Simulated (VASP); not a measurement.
Here is a VASP 6.6.1 calculation.

File INCAR:

```
SYSTEM = H4CO
PREC     = Accurate       ! precision mode
ENCUT    = 520            ! plane-wave cutoff, eV
EDIFF    = 1E-6           ! SCF threshold, eV
ISMEAR   = -1             ! smearing method
SIGMA    = 0.02           ! smearing width, eV
LREAL    = Auto         
LASPH    = .TRUE.         ! aspherical terms in the spheres
NELM     = 60             ! most SCF steps
ALGO     = Normal         ! electronic algorithm
ISIF     = 2              ! what is computed and relaxed
LWAVE    = .FALSE.        ! write WAVECAR
LCHARG   = .FALSE.        ! write CHGCAR
GGA      = PE             ! functional
IVDW     = 12             ! dispersion correction
IBRION   = 2              ! ionic algorithm
NSW      = 35             ! ionic steps
EDIFFG   = -0.3           ! ionic threshold
```

The input KPOINTS:

```
regular mesh
0
G
  1 1 1
  0 0 0
```

Contents of POSCAR:

```
H4CO
1.0
    8.0548320000      0.0000000000      0.0000000000
    0.0000000000      8.0548320000      0.0000000000
    0.0000000000      0.0000000000      8.0548320000
C O H
6 6 24
Direct
    0.7067955000      0.5989785000      0.5889991000
    0.4586880000      0.2300971000      0.1374540000
    0.0659028000      0.0941365000      0.6578165000
    0.1082792000      0.4796752000      0.3363315000
    0.2980003000      0.4117177000      0.8158296000
    0.9089419000      0.9411642000      0.3236300000
    0.6599019000      0.4343362000      0.5453930000
    0.3308462000      0.1330926000      0.2113063000
    0.0791919000     -0.0805638000      0.6804172000
    0.1012659000      0.4995067000      0.1609317000
    0.3255529000      0.5430899000      0.9306764000
    0.9078200000      0.8134308000      0.2016034000
    0.5916763000      0.6674878000      0.6077282000
    0.7611445000      0.3714316000      0.5282154000
    0.7789337000      0.6032814000      0.7043972000
    0.7780053000      0.6602187000      0.4904194000
    0.4436242000      0.3556194000      0.1855578000
    0.3424170000      0.0206595000      0.1697488000
    0.5830082000      0.1856614000      0.1707571000
    0.4484751000      0.2342871000      0.0017437000
   -0.0661915000      0.1229607000      0.6619375000
    0.1962880000     -0.1084829000      0.6770814000
    0.1284813000      0.1638978000      0.7565913000
    0.1152429000      0.1345497000      0.5375191000
    0.2005677000      0.5679979000      0.3808139000
    0.0194872000      0.4216081000      0.1191444000
   -0.0107385000      0.5076355000      0.3962662000
    0.1473249000      0.3543843000      0.3726188000
    0.2594194000      0.4700456000      0.7000448000
    0.3600795000      0.4932760000      1.0347371000
    0.4108227000      0.3392368000      0.7922338000
    0.1993208000      0.3272598000      0.8566751000
    0.8424832000      0.8919325000      0.4306637000
    0.9666253000      0.8552441000      0.1051892000
    1.0351404000      0.9742738000      0.3625769000
    0.8451684000      1.0537192000      0.2811627000
```

Potentials or basis: VASP PAW PBE potentials, release 64 (C, O, H).

Run with:

```sh
$ cat potpaw_PBE.64/C/POTCAR potpaw_PBE.64/O/POTCAR potpaw_PBE.64/H/POTCAR > POTCAR
$ mpirun -np 1 vasp_gam > vasp.out
```

(1) Estimate the energy gained by relaxing.

(2) What does it give for the band gap on the k mesh?

(3) Predict the dispersion energy per atom.

Results:

(1) 14.0 meV/atom.

(2) 4.22 eV.

(3) -0.027 eV.

Caveat: the k points lie up to 0.78 Å⁻¹ apart.
